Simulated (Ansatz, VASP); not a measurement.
## Two plane-wave programs on Mg4S

Contents of INCAR:

```
PREC = Accurate
ENCUT = 600
EDIFF = 1E-7
ISMEAR = 0
SIGMA = 0.2
LREAL = False
LASPH = True
NELM = 80
ALGO = Normal
ISIF = 3
LWAVE = False
LCHARG = False
GGA = PE
IBRION = 2
NSW = 36
EDIFFG = -0.08
```

The input KPOINTS:

```
Automatic mesh
0
Gamma
  3 3 3
```

Contents of POSCAR:

```
Mg4S
1.0
   -3.9821203100      3.9821203100      3.4314250500
    3.9821203100     -3.9821203100      3.4314250500
    3.9821203100      3.9821203100     -3.4314250500
Mg S
8 2
Direct
    0.9944984300      0.4944984300      0.1579287100
    0.3365697200      0.8365697200      0.8420712900
    0.4944984300      0.3365697200      0.5000000000
    0.8365697200      0.9944984300      0.5000000000
    0.1634302800      0.0055015700      0.5000000000
    0.5055015700      0.6634302800      0.5000000000
    0.6634302800      0.1634302800      0.1579287100
    0.0055015700      0.5055015700      0.8420712900
    0.7500000000      0.2500000000      0.5000000000
    0.2500000000      0.7500000000      0.5000000000
```

Input for Ansatz:

```yaml
crystal:
  lattice:
    - [-3.98212031, 3.98212031, 3.43142505]
    - [3.98212031, -3.98212031, 3.43142505]
    - [3.98212031, 3.98212031, -3.43142505]
  atoms:
    - { symbol: Mg, position: [0.99449843, 0.49449843, 0.15792871] }
    - { symbol: Mg, position: [0.33656972, 0.83656972, 0.84207129] }
    - { symbol: Mg, position: [0.49449843, 0.33656972, 0.5] }
    - { symbol: Mg, position: [0.83656972, 0.99449843, 0.5] }
    - { symbol: Mg, position: [0.16343028, 0.00550157, 0.5] }
    - { symbol: Mg, position: [0.50550157, 0.66343028, 0.5] }
    - { symbol: Mg, position: [0.66343028, 0.16343028, 0.15792871] }
    - { symbol: Mg, position: [0.00550157, 0.50550157, 0.84207129] }
    - { symbol: S, position: [0.75, 0.25, 0.5] }
    - { symbol: S, position: [0.25, 0.75, 0.5] }
basis:
  ecutwfc: 420
kpoints:
  mp_grid: { grid: [3, 3, 3] }
hamiltonian:
  xc: pbe
scf:
  occupations: { method: gaussian, width: 0.2 }
  lower_state_search: "off"
output:
  forces: true
  stress: true
  eigenvalues: true
relax:
  adjacent_minimum: "off"
  f_tol: 0.08
  max_steps: 16
  cell: { stress_tol: 0.8 }
```

Alike in both runs: task relaxation of cell and atoms; functional PBE; k mesh 3 × 3 × 3; occupations gaussian, width 0.2 eV; no spin polarisation.

```csv
,VASP,Ansatz
version,VASP 6.6.1,Ansatz 0.2.0
potentials or method,"VASP PAW PBE potentials, release 64 (Mg, S), cutoff 600 eV","scalar-relativistic, plane waves, PAW"
valence electrons in the cell,28,92
```

|  | VASP | Ansatz | Ansatz less VASP |
| --- | --- | --- | --- |
| gap on the k mesh at the Fermi level, each at its own relaxed structure (eV) | none | none | - |
| relaxed volume (Å³/atom) | 45.67 | 45.00 | -0.677 |
| relaxed cell length with the largest relative difference (Å) | 8.414 | 8.369 | -0.0443 |

A gap of «none» marks a metal or a gap that the smearing closes. VASP's potentials hold 28 valence electrons a cell and Ansatz's 92, so a difference there can come from the potentials and not from the codes.

The k mesh is coarse, so the values compare programs but aren't converged. Noted on VASP's run: the volume moved by over 15 % at a fixed basis, so the end points are rough.
